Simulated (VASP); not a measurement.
# BP in VASP: single point with PBE

Aim: the single point of BP with PBE.

Program: VASP 6.6.1. These are calculated values, not measurements. Logs are shortened: lines on timing, memory, paths and dates and some standing lists are left out, and cuts for length are marked.

### Step 1. The cell of the first run

The cell holds a sheet with vacuum, 2 atoms: a = 3.214 Å, b = 3.214 Å, c = 23.800 Å, α = 90.00°, β = 90.00°, γ = 120.00°.

### Step 2. Single point, PBE

Contents of INCAR:

```
SYSTEM = BP
PREC = Accurate
ENCUT = 420
EDIFF = 1E-6
ISMEAR = 0
SIGMA = 0.03
LREAL = .False.
LASPH = .True.
NELM = 120
ALGO = Normal
ISIF = 2
LWAVE = .False.
LCHARG = .True.
LDIPOL = .True.
IDIPOL = 3
DIPOL = 0.5 0.5 0.294
GGA = PE
LELF = .True.
LVHAR = .True.
LVACPOTAV = .True.
NBANDS = 11
GGA_COMPAT = .False.
NELMDL = -8
```

Contents of KPOINTS:

```
regular mesh
0
Gamma
  12 12 1
  0 0 0
```

Contents of POSCAR:

```
BP
1.0
    3.2137295672      0.0000000000      0.0000000000
   -1.6068647836      2.7831714461      0.0000000000
    0.0000000000      0.0000000000     23.8000000000
B P
1 1
Direct
    0.3333333333      0.6666666667      0.2941176471
    0.6666666667      0.3333333333      0.2941176471
```

Potentials or basis: VASP PAW PBE potentials, release 64 (B, P).

The run is started by

```sh
$ cat potpaw_PBE.64/B/POTCAR potpaw_PBE.64/P/POTCAR > POTCAR
$ mpirun -np 1 vasp_std > vasp.out
```

OUTCAR:

```text
SYSTEM = BP
   PREC = Accurate
   ENCUT = 420
   EDIFF = 1E-6
   ISMEAR = 0
   LREAL = .False.
   LASPH = .True.
   NELM = 120
   ISIF = 2
   GGA = PE
   NELMDL = -8

 ion  position               nearest neighbor table
   1  0.333  0.667  0.294-   2 1.86   2 1.86   2 1.86
   2  0.667  0.333  0.294-   1 1.86   1 1.86   1 1.86

  LATTYP: Found a hexagonal cell.
 ALAT       =     3.2137295672
 C/A-ratio  =     7.4057258093

  Lattice vectors:

 A1 = (   3.2137295672,   0.0000000000,   0.0000000000)
 A2 = (  -1.6068647836,   2.7831714461,   0.0000000000)
 A3 = (   0.0000000000,   0.0000000000,  23.8000000000)

Analysis of symmetry for initial positions (statically):
=====================================================================
 Subroutine PRICEL returns:
 Original cell was already a primitive cell.

 Routine SETGRP: Setting up the symmetry group for a
 hexagonal supercell.

 Subroutine GETGRP returns: Found 12 space group operations
 (whereof  6 operations were pure point group operations)
 out of a pool of 24 trial point group operations.

The static configuration has the point symmetry C_3v.
 The point group associated with its full space group is D_3h.

Analysis of symmetry for dynamics (positions and initial velocities):
=====================================================================
 Subroutine PRICEL returns:
 Original cell was already a primitive cell.

 Routine SETGRP: Setting up the symmetry group for a
 hexagonal supercell.

 Subroutine GETGRP returns: Found 12 space group operations
 (whereof  6 operations were pure point group operations)
 out of a pool of 24 trial point group operations.

The dynamic configuration has the point symmetry C_3v.
 The point group associated with its full space group is D_3h.

 Subroutine INISYM returns: Found 12 space group operations
 (whereof  6 operations are pure point group operations),
 and found     1 'primitive' translations

----------------------------------------------------------------------------------------

                                     Primitive cell

  volume of cell :     212.8758

  direct lattice vectors                    reciprocal lattice vectors
     3.213729567  0.000000000  0.000000000     0.311164950  0.179651168  0.000000000
    -1.606864784  2.783171446  0.000000000     0.000000000  0.359302335  0.000000000
     0.000000000  0.000000000 23.800000000     0.000000000  0.000000000  0.042016807

  length of vectors
     3.213729567  3.213729567 23.800000000     0.359302335  0.359302335  0.042016807

  position of ions in fractional coordinates (direct lattice)
     0.333333333  0.666666667  0.294117647
     0.666666667  0.333333333  0.294117647

  ion indices of the primitive-cell ions
   primitive index   ion index
                 1           1
                 2           2

----------------------------------------------------------------------------------------

 KPOINTS: regular mesh

Automatic generation of k-mesh.
 Grid dimensions read from file:
 generate k-points for:   12   12    1

 Generating k-lattice:

  Cartesian coordinates                     Fractional coordinates (reciprocal lattice)
     0.025930412  0.014970931  0.000000000     0.083333333  0.000000000  0.000000000
     0.000000000  0.029941861  0.000000000     0.000000000  0.083333333  0.000000000
     0.000000000  0.000000000  0.042016807     0.000000000  0.000000000  1.000000000

  Length of vectors
     0.029941861  0.029941861  0.042016807

  Shift w.r.t. Gamma in fractional coordinates (k-lattice)
     0.000000000  0.000000000  0.000000000

 Subroutine IBZKPT returns following result:
 ===========================================

 Found     19 irreducible k-points:

 Following reciprocal coordinates:
            Coordinates               Weight
  0.000000  0.000000  0.000000      1.000000
  0.083333 -0.000000  0.000000      6.000000
  0.166667 -0.000000  0.000000      6.000000
  0.250000 -0.000000  0.000000      6.000000
  0.333333 -0.000000  0.000000      6.000000
  0.416667 -0.000000  0.000000      6.000000
[... 11 lines left out ...]
  0.333333  0.250000  0.000000     12.000000
  0.333333  0.333333  0.000000      2.000000
   k-points           NKPTS =     19   k-points in BZ     NKDIM =     19   number of bands    NBANDS=     11
   number of dos      NEDOS =    301   number of ions     NIONS =      2
   total plane-waves  NPLWV =  92160
   dimension x,y,z NGX =    24 NGY =   24 NGZ =  160
   dimension x,y,z NGXF=    48 NGYF=   48 NGZF=  320
   ions per type =               1   1
   NGX,Y,Z   is equivalent  to a cutoff of  12.42, 12.42, 11.18 a.u.
   NGXF,Y,Z  is equivalent  to a cutoff of  24.83, 24.83, 22.35 a.u.
 SYSTEM =  BP
   PREC   = accura    normal or accurate (medium, high low for compatibility)
   ISTART =      0    job   : 0-new  1-cont  2-samecut
   ICHARG =      2    charge: 1-file 2-atom 10-const
   ISPIN  =      1    spin polarized calculation?
   LNONCOLLINEAR =      F non collinear calculations
   LSORBIT =      F    spin-orbit coupling
   LASPH  =      T    aspherical Exc in radial PAW
   ENCUT  =  420.0 eV  30.87 Ry    5.56 a.u.   5.37  5.37 39.77*2*pi/ulx,y,z
   NELM   =    120;   NELMIN=  2; NELMDL= -8     # of ELM steps
   EDIFF  = 0.1E-05   stopping-criterion for ELM
   LREAL  =      F    real-space projection
[... 7 lines left out ...]
   TEBEG  =    0.0;   TEEND  =   0.0 temperature during run
   PSTRESS=    0.0 pullay stress
   NELECT =       8.0000    total number of electrons
   NUPDOWN=      -1.0000    fix difference up-down
   EMIN   =  10.00;   EMAX   =-10.00  energy-range for DOS
   EFERMI =   0.00;   METHOD = LEGACY
   ISMEAR =     0;   SIGMA  =   0.03  broadening in eV -4-tet -1-fermi 0-gaus
   EFERMI_NEDOS =   21; number of points for ismear=-14 and -15
   IALGO  =     38    algorithm
   IMIX   =      4    mixing-type and parameters
     AMIX     =   0.40;   BMIX     =  1.00
     AMIX_MAG =   1.60;   BMIX_MAG =  1.00
  volume/ion in A,a.u.               =     106.44       718.28
  Fermi-wavevector in a.u.,A,eV,Ry     =   0.548356  1.036243  4.091197  0.300695
  Thomas-Fermi vector in A             =   1.579011
   LORBIT       =      0    0 simple, 1 ext, 2 COOP (PROOUT), +10 PAW based schemes
   GGA     = PE    functional components
   LHFCALC =     F    Hartree Fock is set to
   AEXX    =    0.0000 exact exchange contribution
   IVDW    =     0    specifies the selected vdW correction
   LEPSILON=     F    determine dielectric tensor
   LRPA    =     F    only Hartree local field effects (RPA)
 non-spin polarized calculation
 Gauss-broadening in eV      SIGMA  =   0.03
  energy-cutoff  :      420.00
  volume of cell :      212.88
 maximum number of plane-waves:      4207
 NGX is ok and might be reduce to    24
   NGX = 11   NGY = 11   NGZ = 79

 dipolmoment           0.000000      0.000000     -0.000000 electrons x Angstroem

 number of electron       8.0000001 magnetization

 dipolmoment           0.000000      0.000000      0.000001 electrons x Angstroem

 Free energy of the ion-electron system (eV)
  ---------------------------------------------------
  ext. energy  EPLUGINS =         0.00000000
  ---------------------------------------------------
  free energy    TOTEN  =       -12.17118662 eV

  energy without entropy =      -12.17118662  energy(sigma->0) =      -12.17118662

 E-fermi :  -3.6395     XC(G=0):  -1.8122

 val. band max:       -3.7822123408   @ k =   0.3333   0.3333   0.0000
 cond. band min:      -2.8742650610   @ k =   0.3333   0.3333   0.0000
 fundamental gap:      0.9079472798
 Fermi energy:        -3.6394613165

 k-point     1 :       0.0000    0.0000    0.0000
  band No.  band energies     occupation
      1     -17.4481      2.00000
      2      -7.9120      2.00000
      3      -5.4245      2.00000
      4      -5.4245      2.00000
      5      -0.0076      0.00000
      6       0.8856      0.00000
      7       0.8856      0.00000
      8       1.1148      0.00000
      9       1.3940      0.00000
     10       1.8047      0.00000
     11       2.0265      0.00000

 k-point     2 :       0.0833   -0.0000    0.0000
  band No.  band energies     occupation
      1     -17.3427      2.00000
      2      -7.7977      2.00000
      3      -5.9614      2.00000
      4      -5.6284      2.00000
      5       0.1093      0.00000
      6       0.6982      0.00000
      7       1.2468      0.00000
      8       1.3156      0.00000
      9       1.5357      0.00000
     10       2.1595      0.00000
     11       2.2377      0.00000

 k-point     3 :       0.1667   -0.0000    0.0000
  band No.  band energies     occupation
      1     -17.0292      2.00000
      2      -7.4575      2.00000
      3      -7.2240      2.00000
      4      -6.0995      2.00000
      5       0.1801      0.00000
      6       0.5943      0.00000
      7       1.6403      0.00000
      8       1.9417      0.00000
      9       2.4597      0.00000
     10       2.5534      0.00000
     11       2.7864      0.00000

 k-point     4 :       0.2500   -0.0000    0.0000
  band No.  band energies     occupation
      1     -16.5186      2.00000
      2      -8.7328      2.00000
      3      -6.9016      2.00000
      4      -6.6151      2.00000
      5      -0.2337      0.00000
      6       1.1921      0.00000
      7       1.3406      0.00000
      8       2.3137      0.00000
      9       2.6145      0.00000
     10       3.2275      0.00000
     11       3.4638      0.00000
[... 169 lines left out ...]
 k-point    17 :       0.2500    0.2500    0.0000
  band No.  band energies     occupation
      1     -14.8740      2.00000
      2     -10.9576      2.00000
      3      -9.1393      2.00000
      4      -5.0537      2.00000
      5      -1.5266      0.00000
      6       2.3700      0.00000
      7       3.3590      0.00000
      8       3.4234      0.00000
      9       4.0831      0.00000
     10       4.9128      0.00000
     11       5.0418      0.00000

 k-point    18 :       0.3333    0.2500    0.0000
  band No.  band energies     occupation
      1     -14.2792      2.00000
      2     -11.6024      2.00000
      3      -9.5993      2.00000
      4      -4.2710      2.00000
      5      -2.4228      0.00000
      6       2.6859      0.00000
      7       2.9760      0.00000
      8       4.2700      0.00000
      9       5.3148      0.00000
     10       6.1481      0.00000
     11       6.3767      0.00000

 k-point    19 :       0.3333    0.3333    0.0000
  band No.  band energies     occupation
      1     -14.0252      2.00000
      2     -11.6746      2.00000
      3     -10.0244      2.00000
      4      -3.7822      2.00000
      5      -2.8743      0.00000
      6       2.6214      0.00000
      7       3.5149      0.00000
      8       4.7123      0.00000
      9       5.8142      0.00000
     10       6.8359      0.00000
     11       6.9291      0.00000

------------------------ aborting loop because EDIFF is reached ----------------------------------------

  FORCE on cell =-STRESS in cart. coord.  units (eV):
  Direction    XX          YY          ZZ          XY          YZ          ZX
  --------------------------------------------------------------------------------------
  -------------------------------------------------------------------------------------
  Total       -0.0367903     -0.0367903     -0.0039696      0.0000000      0.0000000     -0.0000000
  in kB       -0.2768969     -0.2768969     -0.0298768      0.0000000      0.0000000     -0.0000000
  external PRESSURE =      -0.1945569 kB  Pullay stress =       0.0000000 kB

 VOLUME and BASIS-vectors are now :
 -----------------------------------------------------------------------------
  energy-cutoff  :      420.00
  volume of cell :      212.88
      direct lattice vectors                 reciprocal lattice vectors
     3.213729567  0.000000000  0.000000000     0.311164950  0.179651168  0.000000000
    -1.606864784  2.783171446  0.000000000     0.000000000  0.359302335  0.000000000
     0.000000000  0.000000000 23.800000000     0.000000000  0.000000000  0.042016807

 POSITION                                       TOTAL-FORCE (eV/Angst)
 -----------------------------------------------------------------------------------
     -0.00000      1.85545      7.00000         0.000000      0.000000      0.000000
      1.60686      0.92772      7.00000        -0.000000      0.000000      0.000000
 -----------------------------------------------------------------------------------
    total drift:                               -0.000000      0.000000      0.000001

  FREE ENERGIE OF THE ION-ELECTRON SYSTEM (eV)
  ---------------------------------------------------
  free  energy   TOTEN  =       -12.1711866177 eV

  energy  without entropy=      -12.1711866177  energy(sigma->0) =      -12.17118662

 vacuum level on the upper side and lower side of the slab         1.350         1.350
```

Wall time 31 s (1 thread of Intel Xeon 6975P-C (Granite Rapids), shared host); peak memory 0.28 GiB.

What came out:

| Quantity | Value |
| --- | --- |
| Free energy | -12.1712 eV |
| Band gap on the k mesh | 0.91 eV |

Levels at points of the mesh, in eV from the valence-band top:
```csv
k point,band 1,band 2,band 3,band 4,band 5,band 6,band 7,band 8,band 9
"(0.00, 0.00, 0.00)",-13.67,-4.13,-1.64,-1.64,3.77,4.67,4.67,4.90,5.18
"(0.50, 0.00, 0.00)",-10.88,-8.30,-3.62,-1.05,1.48,2.85,7.86,8.80,9.34
```
